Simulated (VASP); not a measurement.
# Ni: relaxation of cell and atoms with PBEsol

Ni:

```
Ni
1.0
    -1.38372    1.38372    1.38372
     1.38372   -1.38372    1.38372
     1.38372    1.38372   -1.38372
Ni
1
Direct
  0.00000 0.00000 0.00000
```

```
Program                : VASP 6.6.1
Task                   : relaxation of cell and atoms
Functional             : PBEsol
Potentials or basis    : VASP PAW PBE potentials, release 64 (Ni)
Cutoff                 : 600 eV
k mesh                 : 13 × 13 × 13
Occupations            : fermi-dirac, width 0.05 eV
Spin                   : collinear spin, ferromagnetic start
Starting moments       : [1.0] μB
Target pressure        : 10 GPa
Dipole correction      : no
Further INCAR settings : ALGO = Normal; EDIFF = 1e-06; IBRION = 2; EDIFFG = -0.01; NSW = 80; ISIF = 3
```

The relaxed volume is 10.04 Å³/atom, the relaxed cell is a = 2.354 Å, b = 2.354 Å, c = 2.354 Å, α = 109.47°, β = 109.47°, γ = 109.47° and the space group after relaxing (to 0.05 Å) is Im-3m (No. 229). The energy change on relaxing (the enthalpy is what falls) is +11.7 meV/atom. The ionic steps are 4 and the pressure after relaxing is 9.9 GPa. The net moment is 0.51 μB per cell. The site moments are Ni +0.52 μB and the valence electrons inside the program's atomic spheres are Ni 9.47.

The path:
| step | energy change (eV) | largest force (eV/Å) | pressure (GPa) | volume (Å³) |
| --- | --- | --- | --- | --- |
| 1 | 0.0000 | 0.0000 | -2.60 | 10.60 |
| 2 | 0.0912 | 0.0000 | 30.05 | 9.37 |
| 3 | 0.0124 | 0.0000 | 10.18 | 10.03 |
| 4 | 0.0117 | 0.0000 | 9.95 | 10.04 |

Final structure:
```xyz
1
Lattice="-1.3591 1.3591 1.3591 1.3591 -1.3591 1.3591 1.3591 1.3591 -1.3591" Properties=species:S:1:pos:R:3 pbc="T T T"
Ni    0.0000    0.0000    0.0000
```

Levels at points of the mesh, in eV from the Fermi level:
Spin up:
```
           k point  band 1  band 2  band 3  band 4  band 5  band 6  band 7  band 8  band 9  band 10
(0.00, 0.00, 0.00)   -9.47   -2.45   -2.45   -2.45   -0.88   -0.88   27.30   27.30   27.30    32.76
```
Spin down:
```tsv
k point	band 3	band 4	band 5	band 6	band 7	band 8
(0.00, 0.00, 0.00)	-1.85	-1.85	-0.41	-0.41	27.25	27.25
```

It took 68 s on 1 thread of Intel(R) Xeon(R) Platinum 8488C (Sapphire Rapids) (shared host), peak memory 0.15 GiB.

Caveat: the cell is relaxed towards a set pressure, so the enthalpy falls and the energy may rise; the PAW data sets were made with another functional, which shifts forces and pressure a little.
